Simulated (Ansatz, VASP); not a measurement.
One calculation of H, two programs

Contents of POSCAR:

```
H
1.0
   -1.8395437361      1.8395437361      2.0584739900
    1.8395437361     -1.8395437361      2.0584739900
    1.8395437361      1.8395437361     -2.0584739900
H
2
Direct
    0.9098622900      0.9098622900      0.0000000000
    0.0901377100      0.0901377100      0.0000000000
```

The input INCAR.step1:

```
SYSTEM = H
PREC = Accurate
ENCUT = 520
ISMEAR = 0
SIGMA = 0.05
LREAL = .False.
LASPH = .True.
NELM = 80
NBANDS = 8
GGA = PE
ALGO = Normal
EDIFF = 1E-4
LWAVE = .True.
LCHARG = .False.
```

Contents of INCAR.step2:

```
SYSTEM = H
PREC = Accurate
ENCUT = 520
EDIFF = 1E-6
ISMEAR = 0
SIGMA = 0.05
LREAL = .False.
LASPH = .True.
NELM = 80
ALGO = Normal
ISIF = 2
LWAVE = .False.
LCHARG = .False.
METAGGA = R2SCAN
LMIXTAU = .True.
NBANDS = 8
ISTART = 1
```

File KPOINTS:

```
Automatic mesh
0
Gamma
  10 10 10
  0 0 0
```

Input for Ansatz:

```yaml
crystal:
  lattice:
    - [-1.8395437361, 1.8395437361, 2.05847399]
    - [1.8395437361, -1.8395437361, 2.05847399]
    - [1.8395437361, 1.8395437361, -2.05847399]
  atoms:
    - { symbol: H, position: [0.90986229, 0.90986229, 0.0] }
    - { symbol: H, position: [0.09013771, 0.09013771, 0.0] }
basis:
  ecutwfc: 500
kpoints:
  mp_grid: { grid: [10, 10, 10] }
hamiltonian:
  xc: r2scan
scf:
  occupations: { method: gaussian, width: 0.05 }
output:
  forces: true
  stress: true
  eigenvalues: true
```

Change from the starting cell: strain +0.0875 x Voigt [1, 1, 0, 0, 0, 0], atoms carried along.

Alike in both runs: task single point; functional r2SCAN; k mesh 10 × 10 × 10; occupations gaussian, width 0.05 eV; no spin polarisation.

|  | VASP | Ansatz |
| --- | --- | --- |
| version | VASP 6.6.1 | Ansatz 0.2.0 |
| potentials or method | VASP PAW PBE potentials, release 64 (H), cutoff 520 eV | scalar-relativistic, plane waves, PAW |
| valence electrons in the cell | 2 | 2 |

Ansatz gave:

* gap on the k mesh at the Fermi level (eV): 9.94
* least direct gap on the mesh (eV): 10.57
* pressure (GPa): 0.1
* rms of the force components (eV/Å): 0.005

Q: Which values does VASP return?

A: gap on the k mesh at the Fermi level (eV): 9.95; least direct gap on the mesh (eV): 10.58; pressure (GPa): -0.1; rms of the force components (eV/Å): 0.003.

VASP's potentials were made for PBE, not for r2SCAN. Atom by atom the forces differ by 0.003 eV/Å (rms over components).
